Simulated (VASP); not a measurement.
# AlIn3Sb2 (P-6m2) in VASP: single point with PBE

Aim: the single point of AlIn3Sb2 with PBE.

All numbers are computed with VASP 6.6.1; they aren't measurements. Logs are shortened: lines on timing, memory, paths and dates and some standing lists are left out, and cuts for length are marked.

## Step 1: The cell of the first run

Symmetry: P-6m2, No. 187, hexagonal system. Conventional cell: a = 5.358 Å, b = 5.358 Å, c = 6.458 Å, α = 90.00°, β = 90.00°, γ = 120.00°. Al (site symmetry -6m2) has 5 In at 3.09 to 3.23 Å and 6 Sb at 3.44 Å within 4.1 Å. In (site symmetry -6m2) has 3 In at 3.09 Å and 2 Al at 3.23 Å and 6 Sb at 3.54 Å within 4.1 Å. Within 4.1 Å of In (site symmetry -6m2) lie 3 Al at 3.09 Å and 2 In at 3.23 Å and 6 Sb at 3.44 Å. In (site symmetry -6m2) has 5 In at 3.09 to 3.23 Å and 6 Sb at 3.54 Å within 4.1 Å. Within 4.0 Å of Sb (site symmetry 3m) lie 2 Sb at 3.02 to 3.44 Å and 9 In at 3.44 to 3.54 Å and 3 Al at 3.44 Å.

## Step 2: Single point, PBE

POSCAR reads:

```
AlIn3Sb2
1.0
    5.3577099542      0.0000000000      0.0000000000
   -2.6788549771      4.6399129264      0.0000000000
    0.0000000000      0.0000000000      6.4584638018
Al In Sb
1 3 2
Direct
    0.0000000000      0.0000000000      0.0000000000
    0.0000000000      0.0000000000      0.5000000000
    0.3333333333      0.6666666667      0.0000000000
    0.3333333333      0.6666666667      0.5000000000
    0.6666666667      0.3333333333      0.2334148346
    0.6666666667      0.3333333333      0.7665851654
```

INCAR.step1 reads:

```
SYSTEM = AlIn3Sb2
PREC = Accurate
ENCUT = 520
EDIFF = 1E-6
ISMEAR = 0
SIGMA = 0.1
LREAL = .False.
LASPH = .True.
NELM = 80
ALGO = Fast
ISIF = 2
LWAVE = .False.
LCHARG = .True.
GGA = PE
NBANDS = 35
```

KPOINTS.step1 reads:

```
Automatic mesh
0
Gamma
  12 12 6
  0 0 0
```

INCAR.step2 reads:

```
SYSTEM = AlIn3Sb2
PREC = Accurate
ENCUT = 520
EDIFF = 1E-6
ISMEAR = -5
SIGMA = 0.1
LREAL = .False.
LASPH = .True.
NELM = 80
ALGO = Fast
ISIF = 2
LWAVE = .False.
LCHARG = .False.
GGA = PE
LORBIT = 10
NEDOS = 1001
ICHARG = 11
```

KPOINTS.step2 reads:

```
Automatic mesh
0
Gamma
  18 18 9
  0 0 0
```

Potentials or basis: VASP PAW PBE potentials, release 64 (Al, In_d, Sb).

On the command line:

```bash
> cat potpaw_PBE.64/Al/POTCAR potpaw_PBE.64/In_d/POTCAR potpaw_PBE.64/Sb/POTCAR > POTCAR
> cp INCAR.step1 INCAR
> cp KPOINTS.step1 KPOINTS
> mpirun -np 1 vasp_std > vasp.out
> cp INCAR.step2 INCAR
> cp KPOINTS.step2 KPOINTS
> mpirun -np 1 vasp_std > vasp.out
```

OUTCAR:

```text
SYSTEM = AlIn3Sb2
   PREC = Accurate
   ENCUT = 520
   EDIFF = 1E-6
   ISMEAR = -5
   LREAL = .False.
   LASPH = .True.
   NELM = 80
   ISIF = 2
   GGA = PE
   LORBIT = 10
   ICHARG = 11

 ion  position               nearest neighbor table
   1  0.000  0.000  0.000-   3 3.09   3 3.09   3 3.09   2 3.23   2 3.23   5 3.44   6 3.44   6 3.44
                             5 3.44   6 3.44   5 3.44
   2  0.000  0.000  0.500-   4 3.09   4 3.09   4 3.09   1 3.23   1 3.23   5 3.54   6 3.54   6 3.54
                             5 3.54   6 3.54   5 3.54
   3  0.333  0.667  0.000-   1 3.09   1 3.09   1 3.09   4 3.23   4 3.23   5 3.44   6 3.44   5 3.44
                             6 3.44   5 3.44   6 3.44
   4  0.333  0.667  0.500-   2 3.09   2 3.09   2 3.09   3 3.23   3 3.23   5 3.54   6 3.54   5 3.54
                             6 3.54   5 3.54   6 3.54
   5  0.667  0.333  0.233-   6 3.02   3 3.44   3 3.44   1 3.44   1 3.44   1 3.44   3 3.44   6 3.44
                             4 3.54   4 3.54   2 3.54   2 3.54   2 3.54   4 3.54
   6  0.667  0.333  0.767-   5 3.02   3 3.44   3 3.44   1 3.44   1 3.44   1 3.44   3 3.44   5 3.44
                             4 3.54   4 3.54   2 3.54   2 3.54   2 3.54   4 3.54

  LATTYP: Found a hexagonal cell.
 ALAT       =     5.3577099542
 C/A-ratio  =     1.2054523028

  Lattice vectors:

 A1 = (   5.3577099542,   0.0000000000,   0.0000000000)
 A2 = (  -2.6788549771,   4.6399129264,   0.0000000000)
 A3 = (   0.0000000000,   0.0000000000,   6.4584638018)

Analysis of symmetry for initial positions (statically):
=====================================================================
 Subroutine PRICEL returns:
 Original cell was already a primitive cell.

 Routine SETGRP: Setting up the symmetry group for a
 hexagonal supercell.

 Subroutine GETGRP returns: Found 12 space group operations
 (whereof 12 operations were pure point group operations)
 out of a pool of 24 trial point group operations.

The static configuration has the point symmetry D_3h.

Analysis of symmetry for dynamics (positions and initial velocities):
=====================================================================
 Subroutine PRICEL returns:
 Original cell was already a primitive cell.

 Routine SETGRP: Setting up the symmetry group for a
 hexagonal supercell.

 Subroutine GETGRP returns: Found 12 space group operations
 (whereof 12 operations were pure point group operations)
 out of a pool of 24 trial point group operations.

The dynamic configuration has the point symmetry D_3h.

 Subroutine INISYM returns: Found 12 space group operations
 (whereof 12 operations are pure point group operations),
 and found     1 'primitive' translations

----------------------------------------------------------------------------------------

                                     Primitive cell

  volume of cell :     160.5529

  direct lattice vectors                    reciprocal lattice vectors
     5.357709954  0.000000000  0.000000000     0.186646909  0.107760643  0.000000000
    -2.678854977  4.639912926  0.000000000     0.000000000  0.215521286  0.000000000
     0.000000000  0.000000000  6.458463802     0.000000000  0.000000000  0.154835582

  length of vectors
     5.357709954  5.357709954  6.458463802     0.215521286  0.215521286  0.154835582

  position of ions in fractional coordinates (direct lattice)
     0.000000000  0.000000000  0.000000000
     0.000000000  0.000000000  0.500000000
     0.333333333  0.666666667  0.000000000
     0.333333333  0.666666667  0.500000000
     0.666666667  0.333333333  0.233414835
     0.666666667  0.333333333  0.766585165

  ion indices of the primitive-cell ions
   primitive index   ion index
                 1           1
                 2           2
                 3           3
                 4           4
                 5           5
                 6           6

----------------------------------------------------------------------------------------

 KPOINTS: Automatic mesh

Automatic generation of k-mesh.
 Grid dimensions read from file:
 generate k-points for:   18   18    9

 Generating k-lattice:

  Cartesian coordinates                     Fractional coordinates (reciprocal lattice)
     0.010369273  0.005986702  0.000000000     0.055555556 -0.000000000  0.000000000
     0.000000000  0.011973405  0.000000000     0.000000000  0.055555556  0.000000000
     0.000000000  0.000000000  0.017203954     0.000000000  0.000000000  0.111111111

  Length of vectors
     0.011973405  0.011973405  0.017203954

  Shift w.r.t. Gamma in fractional coordinates (k-lattice)
     0.000000000  0.000000000  0.000000000

 TETIRR: Found   2805 inequivalent tetrahedra from    17496

 Subroutine IBZKPT returns following result:
 ===========================================

 Found    185 irreducible k-points:

 Following reciprocal coordinates:
            Coordinates               Weight
  0.000000  0.000000  0.000000      1.000000
  0.055556  0.000000  0.000000      6.000000
  0.111111  0.000000  0.000000      6.000000
  0.166667  0.000000  0.000000      6.000000
  0.222222  0.000000  0.000000      6.000000
  0.277778  0.000000  0.000000      6.000000
[... 16 lines left out ...]
  0.333333  0.111111  0.000000     12.000000
  0.388889  0.111111  0.000000     12.000000
 [... further k-points ...]
   k-points           NKPTS =    185   k-points in BZ     NKDIM =    185   number of bands    NBANDS=     31
   number of dos      NEDOS =   1001   number of ions     NIONS =      6
   total plane-waves  NPLWV =  76800
   dimension x,y,z NGX =    40 NGY =   40 NGZ =   48
   dimension x,y,z NGXF=    80 NGYF=   80 NGZF=   96
   ions per type =               1   3   2
   NGX,Y,Z   is equivalent  to a cutoff of  12.41, 12.41, 12.36 a.u.
   NGXF,Y,Z  is equivalent  to a cutoff of  24.82, 24.82, 24.71 a.u.
 SYSTEM =  AlIn3Sb2
   PREC   = accura    normal or accurate (medium, high low for compatibility)
   ISTART =      0    job   : 0-new  1-cont  2-samecut
   ICHARG =     11    charge: 1-file 2-atom 10-const
   ISPIN  =      1    spin polarized calculation?
   LNONCOLLINEAR =      F non collinear calculations
   LSORBIT =      F    spin-orbit coupling
   LASPH  =      T    aspherical Exc in radial PAW
   ENCUT  =  520.0 eV  38.22 Ry    6.18 a.u.   9.96  9.96 12.01*2*pi/ulx,y,z
   NELM   =     80;   NELMIN=  2; NELMDL=  0     # of ELM steps
   EDIFF  = 0.1E-05   stopping-criterion for ELM
   LREAL  =      F    real-space projection
   EDIFFG = 0.1E-04   stopping-criterion for IOM
   NSW    =      0    number of steps for IOM
   IBRION =     -1    ionic relax: 0-MD 1-quasi-New 2-CG
   NFREE  =      0    steps in history (QN), initial steepest desc. (CG)
   ISIF   =      2    stress and relaxation
   ISYM   =      2    0-nonsym 1-usesym 2-fastsym
   POTIM  = 0.5000    time-step for ionic-motion
   TEBEG  =    0.0;   TEEND  =   0.0 temperature during run
   PSTRESS=    0.0 pullay stress
   NELECT =      52.0000    total number of electrons
   NUPDOWN=      -1.0000    fix difference up-down
   EMIN   =  10.00;   EMAX   =-10.00  energy-range for DOS
   EFERMI =   0.00;   METHOD = LEGACY
   ISMEAR =    -5;   SIGMA  =   0.10  broadening in eV -4-tet -1-fermi 0-gaus
   EFERMI_NEDOS =   21; number of points for ismear=-14 and -15
   IALGO  =     68    algorithm
   IMIX   =      4    mixing-type and parameters
     AMIX     =   0.40;   BMIX     =  1.00
     AMIX_MAG =   1.60;   BMIX_MAG =  1.00
  volume/ion in A,a.u.               =      26.76       180.58
  Fermi-wavevector in a.u.,A,eV,Ry     =   1.124268  2.124559 17.197473  1.263979
  Thomas-Fermi vector in A             =   2.260939
   LORBIT       =     10    0 simple, 1 ext, 2 COOP (PROOUT), +10 PAW based schemes
   GGA     = PE    functional components
   LHFCALC =     F    Hartree Fock is set to
   AEXX    =    0.0000 exact exchange contribution
   IVDW    =     0    specifies the selected vdW correction
   LEPSILON=     F    determine dielectric tensor
   LRPA    =     F    only Hartree local field effects (RPA)
 non-spin polarized calculation
 RMM-DIIS sequential band-by-band and
 Fermi weights with tetrahedron method with Bloechl corrections
  energy-cutoff  :      520.00
  volume of cell :      160.55
 maximum number of plane-waves:      4362
 NGX is ok and might be reduce to    40

 number of electron      52.0000004 magnetization

 Free energy of the ion-electron system (eV)
  ---------------------------------------------------
  ext. energy  EPLUGINS =         0.00000000
  ---------------------------------------------------
  free energy    TOTEN  =       -18.68655292 eV

  energy without entropy =      -18.68655292  energy(sigma->0) =      -18.68655292

 E-fermi :   7.1249     XC(G=0):  -9.9092

 val. band max:        7.1719866990   @ k =   0.3889   0.0000   0.1111
 cond. band min:       7.0186957241   @ k =   0.3333   0.3333   0.3333
 fundamental gap:     -0.1532909749
 Fermi energy:         7.1248784324

 k-point     1 :       0.0000    0.0000    0.0000
  band No.  band energies     occupation
      1      -7.7082      2.00000
      2      -7.5618      2.00000
      3      -7.5618      2.00000
      4      -7.5588      2.00000
      5      -7.5588      2.00000
      6      -7.4689      2.00000
[... 23 lines left out ...]
     30       8.1777      0.00000
     31       8.1826      0.00000

 k-point     2 :       0.0556    0.0000    0.0000
  band No.  band energies     occupation
      1      -7.7080      2.00000
      2      -7.5642      2.00000
      3      -7.5636      2.00000
      4      -7.5623      2.00000
      5      -7.5614      2.00000
      6      -7.4692      2.00000
[... 23 lines left out ...]
     30       8.0928      0.00000
     31       8.2270      0.00000

 k-point     3 :       0.1111    0.0000    0.0000
  band No.  band energies     occupation
      1      -7.7075      2.00000
      2      -7.5781      2.00000
      3      -7.5763      2.00000
      4      -7.5638      2.00000
      5      -7.5606      2.00000
      6      -7.4697      2.00000
[... 23 lines left out ...]
     30       7.8959      0.00000
     31       8.0987      0.00000

 k-point     4 :       0.1667    0.0000    0.0000
  band No.  band energies     occupation
      1      -7.7070      2.00000
      2      -7.5955      2.00000
      3      -7.5927      2.00000
      4      -7.5661      2.00000
      5      -7.5594      2.00000
      6      -7.4701      2.00000
[... 23 lines left out ...]
     30       7.6685      0.00000
     31       8.2846      0.00000

 k-point     5 :       0.2222    0.0000    0.0000
  band No.  band energies     occupation
      1      -7.7067      2.00000
      2      -7.6133      2.00000
      3      -7.6096      2.00000
      4      -7.5688      2.00000
      5      -7.5580      2.00000
      6      -7.4705      2.00000
[... 23 lines left out ...]
     30       8.3605      0.00000
     31       8.7612      0.00000
[... 542 lines left out ...]
     30       9.1109      0.00000
     31       9.3864      0.00000

 k-point    22 :       0.2778    0.1111    0.0000
  band No.  band energies     occupation
      1      -7.7088      2.00000
      2      -7.6665      2.00000
      3      -7.6165      2.00000
      4      -7.5790      2.00000
      5      -7.5506      2.00000
      6      -7.4712      2.00000
[... 23 lines left out ...]
     30       9.6165      0.00000
     31      10.1466      0.00000

 k-point    23 :       0.3333    0.1111    0.0000
  band No.  band energies     occupation
      1      -7.7114      2.00000
      2      -7.6768      2.00000
      3      -7.6216      2.00000
      4      -7.5818      2.00000
      5      -7.5489      2.00000
      6      -7.4718      2.00000
[... 23 lines left out ...]
     30      10.0822      0.00000
     31      10.2008      0.00000

 k-point    24 :       0.3889    0.1111    0.0000
  band No.  band energies     occupation
      1      -7.7139      2.00000
      2      -7.6825      2.00000
      3      -7.6247      2.00000
      4      -7.5836      2.00000
      5      -7.5478      2.00000
      6      -7.4722      2.00000
[... 23 lines left out ...]
     30      10.3309      0.00000
     31      10.4366      0.00000

 [... further k-points ...]

------------------------ aborting loop because EDIFF is reached ----------------------------------------

  FORCE on cell =-STRESS in cart. coord.  units (eV):
  Direction    XX          YY          ZZ          XY          YZ          ZX
  --------------------------------------------------------------------------------------
  -------------------------------------------------------------------------------------
  Total       -0.2518666     -0.2518666     -0.1965549      0.0000000      0.0000000      0.0000000
  in kB       -2.5134070     -2.5134070     -1.9614452      0.0000000      0.0000000      0.0000000
  external PRESSURE =      -2.3294197 kB  Pullay stress =       0.0000000 kB

 VOLUME and BASIS-vectors are now :
 -----------------------------------------------------------------------------
  energy-cutoff  :      520.00
  volume of cell :      160.55
      direct lattice vectors                 reciprocal lattice vectors
     5.357709954  0.000000000  0.000000000     0.186646909  0.107760643  0.000000000
    -2.678854977  4.639912926  0.000000000     0.000000000  0.215521286  0.000000000
     0.000000000  0.000000000  6.458463802     0.000000000  0.000000000  0.154835582

 POSITION                                       TOTAL-FORCE (eV/Angst)
 -----------------------------------------------------------------------------------
      0.00000      0.00000      0.00000        -0.000000      0.000000      0.000000
      0.00000      0.00000      3.22923        -0.000000      0.000000      0.000000
     -0.00000      3.09328      0.00000         0.000000     -0.000000      0.000000
     -0.00000      3.09328      3.22923        -0.000000      0.000000      0.000000
      2.67885      1.54664      1.50750        -0.000000      0.000000     -0.027960
      2.67885      1.54664      4.95096        -0.000000      0.000000      0.027960
 -----------------------------------------------------------------------------------
    total drift:                                0.011705     -0.006758     -0.000000

  FREE ENERGIE OF THE ION-ELECTRON SYSTEM (eV)
  ---------------------------------------------------
  free  energy   TOTEN  =       -18.6865529221 eV

  energy  without entropy=      -18.6865529221  energy(sigma->0) =      -18.68655292

 total charge

# of ion       s       p       d       tot
------------------------------------------
    1        0.525   0.204   0.000   0.729
    2        1.024   0.444   9.854  11.323
    3        1.012   0.465   9.855  11.332
    4        1.034   0.445   9.854  11.333
    5        1.236   1.084   0.030   2.350
    6        1.236   1.084   0.030   2.350
--------------------------------------------------
tot          6.066   3.727  29.624  39.417
```

Run time: 9.2 min. Hardware: 1 thread of Intel Xeon 6975P-C (Granite Rapids), shared host; peak memory 0.87 GiB.

Results:

- Valence electrons inside the program's atomic spheres: Al 0.73; In 11.32, 11.33 (each value once); Sb 2.35

Caveat: the highest band is partly filled, so the run has too few bands; spin-orbit coupling is left out, which moves the levels of the heavy elements.
